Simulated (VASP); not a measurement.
# Pb (Fd-3m) in VASP: single point with LDA

Aim: the single point of Pb with LDA.

All numbers are computed with VASP 6.6.1; they aren't measurements. Logs are shortened: lines on timing, memory, paths and dates and some standing lists are left out, and cuts for length are marked.

**1. The cell of the first run**

The structure is cubic, space group Fd-3m (No. 227). Conventional cell: a = 6.844 Å, b = 6.844 Å, c = 6.844 Å, α = 90.00°, β = 90.00°, γ = 90.00°. Pb (site symmetry -43m) has 4 Pb at 2.96 Å within 3.9 Å.

**2. Single point, LDA, non-collinear spin, zero start, spin-orbit coupling**

Input file INCAR:

```
ALGO = Normal ; EDIFF = 1E-6
ENCUT = 520 ; GGA_COMPAT = F
ISIF = 2 ; ISMEAR = -1
LASPH = T ; LCHARG = F
LORBIT = 11 ; LORBMOM = T
LREAL = F ; LSORBIT = T
LWAVE = F ; MAGMOM = 0 0 0 0 0 0
NBANDS = 40 ; NELM = 150
PREC = Accurate ; SIGMA = 0.05
```

Input file KPOINTS:

```
k-points
0
Gamma
  11 11 11
```

Input file POSCAR:

```
Pb
1.0
    0.0000000000      3.4220731882      3.4220731882
    3.4220731882      0.0000000000      3.4220731882
    3.4220731882      3.4220731882      0.0000000000
Pb
2
Direct
   -0.1250000000     -0.1250000000     -0.1250000000
    0.1250000000      0.1250000000      0.1250000000
```

Potentials or basis: VASP PAW LDA potentials, release 64 (Pb_d).

Run with:

```console
cat potpaw_LDA.64/Pb_d/POTCAR > POTCAR
mpirun -np 1 vasp_ncl > vasp.out
```

OUTCAR:

```text
EDIFF = 1E-6
   ENCUT = 520
   ISIF = 2
   ISMEAR = -1
   LASPH = T
   LORBIT = 11
   LREAL = F
   LSORBIT = T
   NELM = 150
   PREC = Accurate

 ion  position               nearest neighbor table
   1  0.875  0.875  0.875-   2 2.96   2 2.96   2 2.96   2 2.96
   2  0.125  0.125  0.125-   1 2.96   1 2.96   1 2.96   1 2.96

  LATTYP: Found a face centered cubic cell.
 ALAT       =     6.8441463764

  Lattice vectors:

 A1 = (   0.0000000000,   3.4220731882,   3.4220731882)
 A2 = (   3.4220731882,   0.0000000000,   3.4220731882)
 A3 = (   3.4220731882,   3.4220731882,   0.0000000000)

Analysis of symmetry for initial positions (statically):
=====================================================================
 Subroutine PRICEL returns:
 Original cell was already a primitive cell.

 Routine SETGRP: Setting up the symmetry group for a
 face centered cubic supercell.

 Subroutine GETGRP returns: Found 48 space group operations
 (whereof 12 operations were pure point group operations)
 out of a pool of 48 trial point group operations.

The static configuration has the point symmetry D_3d.
 The point group associated with its full space group is O_h .

Analysis of symmetry for dynamics (positions and initial velocities):
=====================================================================
 Subroutine PRICEL returns:
 Original cell was already a primitive cell.

 Routine SETGRP: Setting up the symmetry group for a
 face centered cubic supercell.

 Subroutine GETGRP returns: Found 48 space group operations
 (whereof 12 operations were pure point group operations)
 out of a pool of 48 trial point group operations.

The dynamic configuration has the point symmetry D_3d.
 The point group associated with its full space group is O_h .

Analysis of structural, dynamic, and magnetic symmetry:
=====================================================================
 Subroutine PRICEL returns:
 Original cell was already a primitive cell.

 Routine SETGRP: Setting up the symmetry group for a
 face centered cubic supercell.

 Subroutine GETGRP returns: Found 48 space group operations
 (whereof 12 operations were pure point group operations)
 out of a pool of 48 trial point group operations.

The overall configuration has the point symmetry D_3d.
 The point group associated with its full space group is O_h .

 Subroutine INISYM returns: Found 48 space group operations
 (whereof 12 operations are pure point group operations),
 and found     1 'primitive' translations

----------------------------------------------------------------------------------------

                                     Primitive cell

  volume of cell :      80.1490

  direct lattice vectors                    reciprocal lattice vectors
     0.000000000  3.422073188  3.422073188    -0.146110259  0.146110259  0.146110259
     3.422073188  0.000000000  3.422073188     0.146110259 -0.146110259  0.146110259
     3.422073188  3.422073188  0.000000000     0.146110259  0.146110259 -0.146110259

  length of vectors
     4.839542314  4.839542314  4.839542314     0.253070392  0.253070392  0.253070392

  position of ions in fractional coordinates (direct lattice)
     0.875000000  0.875000000  0.875000000
     0.125000000  0.125000000  0.125000000

  ion indices of the primitive-cell ions
   primitive index   ion index
                 1           1
                 2           2

----------------------------------------------------------------------------------------

 KPOINTS: k-points

Automatic generation of k-mesh.
 Grid dimensions read from file:
 generate k-points for:   11   11   11

 Generating k-lattice:

  Cartesian coordinates                     Fractional coordinates (reciprocal lattice)
    -0.013282751  0.013282751  0.013282751     0.090909091  0.000000000  0.000000000
     0.013282751 -0.013282751  0.013282751     0.000000000  0.090909091  0.000000000
     0.013282751  0.013282751 -0.013282751     0.000000000  0.000000000  0.090909091

  Length of vectors
     0.023006399  0.023006399  0.023006399

  Shift w.r.t. Gamma in fractional coordinates (k-lattice)
     0.000000000  0.000000000  0.000000000

 Subroutine IBZKPT returns following result:
 ===========================================

 Found     56 irreducible k-points:

 Following reciprocal coordinates:
            Coordinates               Weight
  0.000000  0.000000  0.000000      1.000000
  0.090909  0.000000  0.000000      8.000000
  0.181818  0.000000  0.000000      8.000000
  0.272727  0.000000  0.000000      8.000000
  0.363636  0.000000  0.000000      8.000000
  0.454545  0.000000  0.000000      8.000000
[... 16 lines left out ...]
 -0.272727  0.181818  0.000000     24.000000
 -0.181818  0.181818  0.000000     12.000000
 [... further k-points ...]
[... 21 lines left out ...]
   NSW    =      0    number of steps for IOM
   IBRION =     -1    ionic relax: 0-MD 1-quasi-New 2-CG
   NFREE  =      0    steps in history (QN), initial steepest desc. (CG)
   ISIF   =      2    stress and relaxation
   ISYM   =      2    0-nonsym 1-usesym 2-fastsym
   POTIM  = 0.5000    time-step for ionic-motion
   TEBEG  =    0.0;   TEEND  =   0.0 temperature during run
   PSTRESS=    0.0 pullay stress
   NELECT =      28.0000    total number of electrons
   NUPDOWN=      -1.0000    fix difference up-down
   EMIN   =  10.00;   EMAX   =-10.00  energy-range for DOS
   EFERMI =   0.00;   METHOD = LEGACY
   ISMEAR =    -1;   SIGMA  =   0.05  broadening in eV -4-tet -1-fermi 0-gaus
   EFERMI_NEDOS =   21; number of points for ismear=-14 and -15
   IALGO  =     38    algorithm
   IMIX   =      4    mixing-type and parameters
     AMIX     =   0.40;   BMIX     =  1.00
     AMIX_MAG =   1.60;   BMIX_MAG =  1.00
  volume/ion in A,a.u.               =      40.07       270.44
  Fermi-wavevector in a.u.,A,eV,Ry     =   1.152997  2.178849 18.087617  1.329402
  Thomas-Fermi vector in A             =   2.289644
   LORBIT       =     11    0 simple, 1 ext, 2 COOP (PROOUT), +10 PAW based schemes
   GGA     = CA    functional components
   LHFCALC =     F    Hartree Fock is set to
   AEXX    =    0.0000 exact exchange contribution
   IVDW    =     0    specifies the selected vdW correction
   LEPSILON=     F    determine dielectric tensor
   LRPA    =     F    only Hartree local field effects (RPA)
  energy-cutoff  :      520.00
  volume of cell :       80.15
 maximum number of plane-waves:      4354
   NGX = 17   NGY = 17   NGZ = 17

 number of electron      28.0000000 magnetization       0.0000000      0.0000000      0.0000000

 number of electron      28.0000007 magnetization      -0.0000000     -0.0000000     -0.0000000

 number of electron      28.0000007 magnetization       0.0000000      0.0000000     -0.0000000

 number of electron      28.0000007 magnetization      -0.0000000     -0.0000000      0.0000000

 Free energy of the ion-electron system (eV)
  ---------------------------------------------------
  ext. energy  EPLUGINS =         0.00000000
  ---------------------------------------------------
  free energy    TOTEN  =        -9.13271511 eV

  energy without entropy =       -9.13051691  energy(sigma->0) =       -9.13161601

 E-fermi :   4.2493     XC(G=0):  -8.8071

 val. band max:        4.2267622185   @ k =  -0.0909   0.0909   0.0000
 cond. band min:       4.3656710970   @ k =  -0.4545   0.0909   0.0000
 fundamental gap:      0.1389088786
 Fermi energy:         4.2492768801

 k-point     1 :       0.0000    0.0000    0.0000
  band No.  band energies     occupation
      1     -14.2190      1.00000
      2     -14.2190      1.00000
      3     -14.2190      1.00000
      4     -14.2190      1.00000
      5     -14.0952      1.00000
      6     -14.0952      1.00000
[... 1021 lines left out ...]
     39      11.1175      0.00000
     40      11.1175      0.00000

 [... further k-points ...]
[... 5 lines left out ...]
  --------------------------------------------------------------------------------------
  -------------------------------------------------------------------------------------
  Total        0.0657615      0.0657615      0.0657615      0.0000000      0.0000000     -0.0000000
  in kB        1.3145719      1.3145719      1.3145719      0.0000000      0.0000000     -0.0000000
  external PRESSURE =       1.3145719 kB  Pullay stress =       0.0000000 kB

 VOLUME and BASIS-vectors are now :
 -----------------------------------------------------------------------------
  energy-cutoff  :      520.00
  volume of cell :       80.15
      direct lattice vectors                 reciprocal lattice vectors
     0.000000000  3.422073188  3.422073188    -0.146110259  0.146110259  0.146110259
     3.422073188  0.000000000  3.422073188     0.146110259 -0.146110259  0.146110259
     3.422073188  3.422073188  0.000000000     0.146110259  0.146110259 -0.146110259

 POSITION                                       TOTAL-FORCE (eV/Angst)
 -----------------------------------------------------------------------------------
      5.98863      5.98863      5.98863        -0.000000      0.000000      0.000000
      0.85552      0.85552      0.85552         0.000000     -0.000000     -0.000000
 -----------------------------------------------------------------------------------
    total drift:                               -0.000000      0.000000      0.000000

  FREE ENERGIE OF THE ION-ELECTRON SYSTEM (eV)
  ---------------------------------------------------
  free  energy   TOTEN  =        -9.1327151066 eV

  energy  without entropy=       -9.1305169140  energy(sigma->0) =       -9.13161601

 orbital moment (x)

 # of ion     p       d       tot
 ----------------------------------------
  1        -0.000  -0.000  -0.000
  2        -0.000  -0.000  -0.000
 ----------------------------------------
           -0.000  -0.000  -0.000

 orbital moment (y)

 # of ion     p       d       tot
 ----------------------------------------
  1         0.000  -0.000   0.000
  2         0.000  -0.000   0.000
 ----------------------------------------
            0.000  -0.000   0.000

 orbital moment (z)

 # of ion     p       d       tot
 ----------------------------------------
  1         0.000  -0.000  -0.000
  2         0.000  -0.000  -0.000
 ----------------------------------------
            0.000  -0.000  -0.000

 Spin-Orbit-Coupling matrix elements

 Ion:    1  E_soc:     -1.2910949
 l=   1
     0.0000000    -0.1460921    -0.1460921
    -0.1460921     0.0000000    -0.1460921
    -0.1460921    -0.1460921     0.0000000
 l=   2
     0.0000000    -0.0134874     0.0000000    -0.0134874    -0.0556030
    -0.0134874     0.0000000    -0.0417023    -0.0134874    -0.0139008
     0.0000000    -0.0417023     0.0000000    -0.0417023     0.0000000
    -0.0134874    -0.0134874    -0.0417023     0.0000000    -0.0139008
    -0.0556030    -0.0139008     0.0000000    -0.0139008     0.0000000
 l=   3
     0.0000000     0.0000000     0.0000000     0.0000000     0.0000000     0.0000000     0.0000000
     0.0000000     0.0000000     0.0000000     0.0000000     0.0000000     0.0000000     0.0000000
     0.0000000     0.0000000     0.0000000     0.0000000     0.0000000     0.0000000     0.0000000
     0.0000000     0.0000000     0.0000000     0.0000000     0.0000000     0.0000000     0.0000000
     0.0000000     0.0000000     0.0000000     0.0000000     0.0000000     0.0000000     0.0000000
     0.0000000     0.0000000     0.0000000     0.0000000     0.0000000     0.0000000     0.0000000
     0.0000000     0.0000000     0.0000000     0.0000000     0.0000000     0.0000000     0.0000000

 Ion:    2  E_soc:     -1.2910949
 l=   1
     0.0000000    -0.1460921    -0.1460921
    -0.1460921     0.0000000    -0.1460921
    -0.1460921    -0.1460921     0.0000000
 l=   2
     0.0000000    -0.0134874     0.0000000    -0.0134874    -0.0556030
    -0.0134874     0.0000000    -0.0417023    -0.0134874    -0.0139008
     0.0000000    -0.0417023     0.0000000    -0.0417023     0.0000000
    -0.0134874    -0.0134874    -0.0417023     0.0000000    -0.0139008
    -0.0556030    -0.0139008     0.0000000    -0.0139008     0.0000000
 l=   3
     0.0000000     0.0000000     0.0000000     0.0000000     0.0000000     0.0000000     0.0000000
     0.0000000     0.0000000     0.0000000     0.0000000     0.0000000     0.0000000     0.0000000
     0.0000000     0.0000000     0.0000000     0.0000000     0.0000000     0.0000000     0.0000000
     0.0000000     0.0000000     0.0000000     0.0000000     0.0000000     0.0000000     0.0000000
     0.0000000     0.0000000     0.0000000     0.0000000     0.0000000     0.0000000     0.0000000
     0.0000000     0.0000000     0.0000000     0.0000000     0.0000000     0.0000000     0.0000000
     0.0000000     0.0000000     0.0000000     0.0000000     0.0000000     0.0000000     0.0000000

 total charge

# of ion       s       p       d       tot
------------------------------------------
    1        1.327   0.936   9.802  12.065
    2        1.327   0.936   9.802  12.065
--------------------------------------------------
tot          2.655   1.871  19.605  24.131

 magnetization (x)

# of ion       s       p       d       tot
------------------------------------------
    1        0.000  -0.000   0.000  -0.000
    2       -0.000  -0.000   0.000  -0.000
--------------------------------------------------
tot          0.000  -0.000   0.000  -0.000

 magnetization (y)

# of ion       s       p       d       tot
------------------------------------------
    1       -0.000  -0.000   0.000  -0.000
    2       -0.000  -0.000   0.000  -0.000
--------------------------------------------------
tot         -0.000  -0.000   0.000  -0.000

 magnetization (z)

# of ion       s       p       d       tot
------------------------------------------
    1        0.000   0.000   0.000   0.000
    2        0.000   0.000   0.000   0.000
--------------------------------------------------
tot          0.000   0.000   0.000   0.000
```

Wall time 3.6 min (1 thread of Intel Xeon Platinum 8488C (Sapphire Rapids), shared host); peak memory 0.43 GiB.

Results:

```
Free energy                                           : -9.1327 eV
Pressure                                              : 0.1 GPa
Net moment                                            : 0.00 μB per cell
Valence electrons inside the program's atomic spheres : Pb 12.06
```

Moments on the atoms (μB; x, y, z):
```
Pb  0.00 0.00 0.00
Pb  0.00 0.00 0.00
```
